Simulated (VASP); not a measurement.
Set up this calculation in VASP 6.6.1, as the native input.

* Task: single point
* Functional: PBEsol
* Potentials or basis: VASP PAW PBE potentials, release 64 (Ni)
* Cutoff: 520 eV
* k mesh: 11 × 11 × 11
* Occupations: fermi-dirac, width 0.05 eV
* Spin: collinear spin, ferromagnetic start
* Starting moments: [1.0] μB
* Dipole correction: no
* Further INCAR settings: ALGO = Normal; EDIFF = 1e-07; NBANDS = 15

The structure of Ni lies in POSCAR:

```
Ni
1.0
    0.0000000000      1.7375729330      1.7723243917
    1.7375729330      0.0000000000      1.7723243917
    1.7375729330      1.7375729330      0.0000000000
Ni
1
Direct
    0.0000000000      0.0000000000      0.0000000000
```

One way to write it, as run:

INCAR

```
SYSTEM = Ni
  ALGO = Normal
  EDIFF = 1E-7
  ENCUT = 520
  GGA = PS
  ISIF = 2
  ISMEAR = -1
  ISPIN = 2
  LASPH = .TRUE.
  LCHARG = .TRUE.
  LELF = .TRUE.
  LMAXMIX = 4
  LORBIT = 11
  LREAL = .FALSE.
  LVHAR = .TRUE.
  LWAVE = .FALSE.
  MAGMOM = 1
  NBANDS = 15
  NELM = 150
  PREC = Accurate
  SIGMA = 0.05
```

KPOINTS

```
k-points
0
G
  11 11 11
  0 0 0
```

Potentials or basis: VASP PAW PBE potentials, release 64 (Ni).

Run with:

```bash
$ cat potpaw_PBE.64/Ni/POTCAR > POTCAR
$ mpirun -np 1 vasp_std > vasp.out
```

It gave:

* Pressure: -6.7 GPa
* Net moment: 0.57 μB per cell
* Site moments: Ni +0.58 μB
* Valence electrons inside the program's atomic spheres: Ni 9.34

Caveat: the PAW data sets were made with another functional, which shifts forces and pressure a little.

Run time: 72 s on 1 thread of Intel Xeon 8259CL (shared host), peak memory 0.15 GiB.
